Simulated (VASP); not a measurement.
A run of VASP 6.6.1 is set up as follows.

Contents of INCAR:

```
PREC     = Accurate       # precision mode
ENCUT    = 600            # plane-wave cutoff, eV
EDIFF    = 1E-7           # SCF threshold, eV
ISMEAR   = 0              # smearing method
SIGMA    = 0.01           # smearing width, eV
LREAL    = F              # projectors in reciprocal space
LASPH    = T              # aspherical terms in the spheres
NELM     = 120            # most SCF steps
ALGO     = Normal         # electronic algorithm
ISIF     = 3              # what is computed and relaxed
LWAVE    = F              # write WAVECAR
LCHARG   = F              # write CHGCAR
GGA      = PE             # functional
IVDW     = 12             # dispersion correction
IBRION   = 2              # ionic algorithm
NSW      = 70             # ionic steps
EDIFFG   = -0.005         # ionic threshold
GGA_COMPAT= F            
NELMIN   = 4
```

KPOINTS

```
regular mesh
0
Gamma
  10 10 10
```

The input POSCAR:

```
Cu3N
1.0
    3.8272904603      0.0000000000      0.0000000000
    0.0000000000      3.8272904603      0.0000000000
    0.0000000000      0.0000000000      3.8272904603
Cu N
3 1
Direct
    0.5000000000      0.0000000000      0.0000000000
    0.0000000000      0.5000000000      0.0000000000
    0.0000000000      0.0000000000      0.5000000000
    0.0000000000      0.0000000000      0.0000000000
```

Potentials or basis: VASP PAW PBE potentials, release 64 (Cu, N).

Launch:

```bash
$ cat potpaw_PBE.64/Cu/POTCAR potpaw_PBE.64/N/POTCAR > POTCAR
$ mpirun -np 1 vasp_std > vasp.out
```

(1) Predict the relaxed cell.

(2) What does it give for the band gap on the k mesh?

(3) Predict the relaxed volume.

Answers

(1) a = 3.788 Å, b = 3.788 Å, c = 3.788 Å, α = 90.00°, β = 90.00°, γ = 90.00°.

(2) 0.14 eV, indirect (least direct gap 0.69 eV).

(3) 13.59 Å³/atom.
